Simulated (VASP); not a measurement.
# Al3GaN4 (P-43m) in VASP: further runs, part 2 of 2

VASP 6.6.1. Earlier steps stand in the parts before.

## 3. Single point, PBEsol

This run uses another cell than the first one, of 10.22 Å³/atom.

Contents of INCAR:

```
ALGO = Normal
EDIFF = 1E-7
ENCUT = 520
GGA = PS
ISIF = 2
ISMEAR = 0
LASPH = True
LCHARG = True
LELF = True
LREAL = False
LVHAR = True
LWAVE = False
NBANDS = 31
NELM = 80
PREC = Accurate
SIGMA = 0.02
```

Contents of KPOINTS:

```
k-points
0
Gamma
  6 6 6
```

Contents of POSCAR:

```
Al3GaN4
1.0
    4.3395427702      0.0000000000      0.0000000000
    0.0000000000      4.3395427702      0.0000000000
    0.0000000000      0.0000000000      4.3395427702
Al Ga N
3 1 4
Direct
    0.5000000000      0.5000000000      0.0000000000
    0.5000000000      0.0000000000      0.5000000000
    0.0000000000      0.5000000000      0.5000000000
    0.0000000000      0.0000000000      0.0000000000
    0.7446632026      0.7446632026      0.2553367974
    0.7446632026      0.2553367974      0.7446632026
    0.2553367974      0.7446632026      0.7446632026
    0.2553367974      0.2553367974      0.2553367974
```

Potentials or basis: VASP PAW PBE potentials, release 64 (Al, Ga_d, N).

The run is started by

```console
$ cat potpaw_PBE.64/Al/POTCAR potpaw_PBE.64/Ga_d/POTCAR potpaw_PBE.64/N/POTCAR > POTCAR
$ mpirun -np 1 vasp_std > vasp.out
```

OUTCAR:

```text
EDIFF = 1E-7
   ENCUT = 520
   GGA = PS
   ISIF = 2
   ISMEAR = 0
   LASPH = True
   LREAL = False
   NELM = 80
   PREC = Accurate

 ion  position               nearest neighbor table
   1  0.500  0.500  0.000-   5 1.87   6 1.87   7 1.87   8 1.87   3 3.07   4 3.07   2 3.07   2 3.07
                             3 3.07   2 3.07   4 3.07   2 3.07   3 3.07   4 3.07   3 3.07   4 3.07
   2  0.500  0.000  0.500-   5 1.87   6 1.87   7 1.87   8 1.87   3 3.07   4 3.07   1 3.07   1 3.07
                             4 3.07   1 3.07   3 3.07   1 3.07   3 3.07   4 3.07   4 3.07   3 3.07
   3  0.000  0.500  0.500-   5 1.87   6 1.87   7 1.87   8 1.87   2 3.07   4 3.07   1 3.07   1 3.07
                             4 3.07   2 3.07   4 3.07   4 3.07   1 3.07   2 3.07   1 3.07   2 3.07
   4  0.000  0.000  0.000-   5 1.92   6 1.92   7 1.92   8 1.92   2 3.07   3 3.07   1 3.07   2 3.07
                             3 3.07   1 3.07   3 3.07   3 3.07   1 3.07   2 3.07   2 3.07   1 3.07
   5  0.745  0.745  0.255-   1 1.87   2 1.87   3 1.87   4 1.92
   6  0.745  0.255  0.745-   1 1.87   2 1.87   3 1.87   4 1.92
   7  0.255  0.745  0.745-   1 1.87   2 1.87   3 1.87   4 1.92
   8  0.255  0.255  0.255-   1 1.87   2 1.87   3 1.87   4 1.92

  LATTYP: Found a simple cubic cell.
 ALAT       =     4.3395427702

  Lattice vectors:

 A1 = (   4.3395427702,   0.0000000000,   0.0000000000)
 A2 = (   0.0000000000,   4.3395427702,   0.0000000000)
 A3 = (   0.0000000000,   0.0000000000,   4.3395427702)

Analysis of symmetry for initial positions (statically):
=====================================================================
 Subroutine PRICEL returns:
 Original cell was already a primitive cell.

 Routine SETGRP: Setting up the symmetry group for a
 simple cubic supercell.

 Subroutine GETGRP returns: Found 24 space group operations
 (whereof 24 operations were pure point group operations)
 out of a pool of 48 trial point group operations.

The static configuration has the point symmetry T_d .

Analysis of symmetry for dynamics (positions and initial velocities):
=====================================================================
 Subroutine PRICEL returns:
 Original cell was already a primitive cell.

 Routine SETGRP: Setting up the symmetry group for a
 simple cubic supercell.

 Subroutine GETGRP returns: Found 24 space group operations
 (whereof 24 operations were pure point group operations)
 out of a pool of 48 trial point group operations.

The dynamic configuration has the point symmetry T_d .

 Subroutine INISYM returns: Found 24 space group operations
 (whereof 24 operations are pure point group operations),
 and found     1 'primitive' translations

----------------------------------------------------------------------------------------

                                     Primitive cell

  volume of cell :      81.7207

  direct lattice vectors                    reciprocal lattice vectors
     4.339542770  0.000000000  0.000000000     0.230439024  0.000000000  0.000000000
     0.000000000  4.339542770  0.000000000     0.000000000  0.230439024  0.000000000
     0.000000000  0.000000000  4.339542770     0.000000000  0.000000000  0.230439024

[... 53 lines left out ...]
  0.166667  0.000000  0.000000      6.000000
  0.333333  0.000000  0.000000      6.000000
  0.500000  0.000000  0.000000      3.000000
  0.166667  0.166667  0.000000     12.000000
  0.333333  0.166667  0.000000     24.000000
[... 12 lines left out ...]
  0.500000  0.500000  0.333333      6.000000
  0.500000  0.500000  0.500000      1.000000
   k-points           NKPTS =     20   k-points in BZ     NKDIM =     20   number of bands    NBANDS=     31
   number of dos      NEDOS =    301   number of ions     NIONS =      8
   total plane-waves  NPLWV =  32768
   dimension x,y,z NGX =    32 NGY =   32 NGZ =   32
   dimension x,y,z NGXF=    64 NGYF=   64 NGZF=   64
   ions per type =               3   1   4
   NGX,Y,Z   is equivalent  to a cutoff of  12.26, 12.26, 12.26 a.u.
   NGXF,Y,Z  is equivalent  to a cutoff of  24.52, 24.52, 24.52 a.u.
 SYSTEM =  unknown system
   PREC   = accura    normal or accurate (medium, high low for compatibility)
   ISTART =      0    job   : 0-new  1-cont  2-samecut
   ICHARG =      2    charge: 1-file 2-atom 10-const
   ISPIN  =      1    spin polarized calculation?
   LNONCOLLINEAR =      F non collinear calculations
   LSORBIT =      F    spin-orbit coupling
   LASPH  =      T    aspherical Exc in radial PAW
   ENCUT  =  520.0 eV  38.22 Ry    6.18 a.u.   8.07  8.07  8.07*2*pi/ulx,y,z
   NELM   =     80;   NELMIN=  2; NELMDL= -5     # of ELM steps
   EDIFF  = 0.1E-06   stopping-criterion for ELM
   LREAL  =      F    real-space projection
   EDIFFG = 0.1E-05   stopping-criterion for IOM
   NSW    =      0    number of steps for IOM
   IBRION =     -1    ionic relax: 0-MD 1-quasi-New 2-CG
   NFREE  =      0    steps in history (QN), initial steepest desc. (CG)
   ISIF   =      2    stress and relaxation
   ISYM   =      2    0-nonsym 1-usesym 2-fastsym
   POTIM  = 0.5000    time-step for ionic-motion
   TEBEG  =    0.0;   TEEND  =   0.0 temperature during run
   PSTRESS=    0.0 pullay stress
   NELECT =      42.0000    total number of electrons
   NUPDOWN=      -1.0000    fix difference up-down
   EMIN   =  10.00;   EMAX   =-10.00  energy-range for DOS
   EFERMI =   0.00;   METHOD = LEGACY
   ISMEAR =     0;   SIGMA  =   0.02  broadening in eV -4-tet -1-fermi 0-gaus
   EFERMI_NEDOS =   21; number of points for ismear=-14 and -15
   IALGO  =     38    algorithm
   IMIX   =      4    mixing-type and parameters
     AMIX     =   0.40;   BMIX     =  1.00
     AMIX_MAG =   1.60;   BMIX_MAG =  1.00
  volume/ion in A,a.u.               =      10.22        68.93
  Fermi-wavevector in a.u.,A,eV,Ry     =   1.311336  2.478066 23.396604  1.719602
  Thomas-Fermi vector in A             =   2.441804
   LORBIT       =      0    0 simple, 1 ext, 2 COOP (PROOUT), +10 PAW based schemes
   GGA     = PS    functional components
   LHFCALC =     F    Hartree Fock is set to
   AEXX    =    0.0000 exact exchange contribution
   IVDW    =     0    specifies the selected vdW correction
   LEPSILON=     F    determine dielectric tensor
   LRPA    =     F    only Hartree local field effects (RPA)
 non-spin polarized calculation
 Gauss-broadening in eV      SIGMA  =   0.02
  energy-cutoff  :      520.00
  volume of cell :       81.72
 maximum number of plane-waves:      2272
   NGX = 17   NGY = 17   NGZ = 17

 number of electron      42.0000022 magnetization

 Free energy of the ion-electron system (eV)
  ---------------------------------------------------
  ext. energy  EPLUGINS =         0.00000000
  ---------------------------------------------------
  free energy    TOTEN  =       -59.83269318 eV

  energy without entropy =      -59.83269318  energy(sigma->0) =      -59.83269318

 E-fermi :   6.2302     XC(G=0): -11.5444

 val. band max:        6.0772942250   @ k =   0.1667   0.1667   0.0000
 cond. band min:       9.4233835782   @ k =   0.0000   0.0000   0.0000
 fundamental gap:      3.3460893533
 Fermi energy:         6.2301654708

 k-point     1 :       0.0000    0.0000    0.0000
  band No.  band energies     occupation
      1      -9.3862      2.00000
      2      -7.4112      2.00000
      3      -7.4112      2.00000
      4      -7.4112      2.00000
      5      -6.5026      2.00000
      6      -6.5026      2.00000
[... 669 lines left out ...]
     30      16.9887      0.00000
     31      16.9962      0.00000

------------------------ aborting loop because EDIFF is reached ----------------------------------------

  FORCE on cell =-STRESS in cart. coord.  units (eV):
  Direction    XX          YY          ZZ          XY          YZ          ZX
  --------------------------------------------------------------------------------------
  -------------------------------------------------------------------------------------
  Total        5.1170377      5.1170377      5.1170377     -0.0000000      0.0000000     -0.0000000
  in kB      100.3222529    100.3222529    100.3222529     -0.0000000      0.0000000     -0.0000000
  external PRESSURE =     100.3222529 kB  Pullay stress =       0.0000000 kB

 VOLUME and BASIS-vectors are now :
 -----------------------------------------------------------------------------
  energy-cutoff  :      520.00
  volume of cell :       81.72
      direct lattice vectors                 reciprocal lattice vectors
     4.339542770  0.000000000  0.000000000     0.230439024  0.000000000  0.000000000
     0.000000000  4.339542770  0.000000000     0.000000000  0.230439024  0.000000000
     0.000000000  0.000000000  4.339542770     0.000000000  0.000000000  0.230439024

 POSITION                                       TOTAL-FORCE (eV/Angst)
 -----------------------------------------------------------------------------------
      2.16977      2.16977      0.00000        -0.000000      0.000000      0.000000
      2.16977      0.00000      2.16977        -0.000000      0.000000      0.000000
      0.00000      2.16977      2.16977        -0.000000      0.000000      0.000000
      0.00000      0.00000      0.00000        -0.000000      0.000000      0.000000
      3.23150      3.23150      1.10804         0.006619      0.006619     -0.006619
      3.23150      1.10804      3.23150         0.006619     -0.006619      0.006619
      1.10804      3.23150      3.23150        -0.006619      0.006619      0.006619
      1.10804      1.10804      1.10804        -0.006619     -0.006619     -0.006619
 -----------------------------------------------------------------------------------
    total drift:                               -0.000000     -0.000000      0.000000

  FREE ENERGIE OF THE ION-ELECTRON SYSTEM (eV)
  ---------------------------------------------------
  free  energy   TOTEN  =       -59.8326931771 eV

  energy  without entropy=      -59.8326931771  energy(sigma->0) =      -59.83269318
```

It took 74 s on 1 thread of Intel Xeon 8259CL, shared host; peak memory 0.2 GiB.

What came out:

```
Free energy            : -59.8327 eV
Pressure               : 10.0 GPa
Largest force          : 0.011 eV/Å
Band gap on the k mesh : 3.35 eV
```

Forces in eV/Å, atoms in the order of the input:
```
Al   0.000  0.000  0.000
Al   0.000  0.000  0.000
Al   0.000  0.000  0.000
Ga   0.000  0.000  0.000
N    0.007  0.007 -0.007
N    0.007 -0.007  0.007
N   -0.007  0.007  0.007
N   -0.007 -0.007 -0.007
```

Levels at points of the mesh, in eV from the valence-band top:
```
           k point  band 18  band 19  band 20  band 21  band 22  band 23  band 24  band 25
(0.00, 0.00, 0.00)    -2.05     0.00     0.00     0.00     3.35     3.35     3.35     3.81
(0.50, 0.00, 0.00)    -1.27    -1.27    -0.97    -0.97     5.74     5.81     6.16     6.16
(0.50, 0.50, 0.00)    -0.86    -0.56    -0.55    -0.55     7.65     7.65     7.66     7.91
(0.50, 0.50, 0.50)    -0.60    -0.38    -0.38    -0.38     5.86     7.30     7.30     7.30
```

Caveat: the cell stands under pressure; the PAW data sets were made with another functional, which shifts forces and pressure a little. A k mesh can miss the band edges.
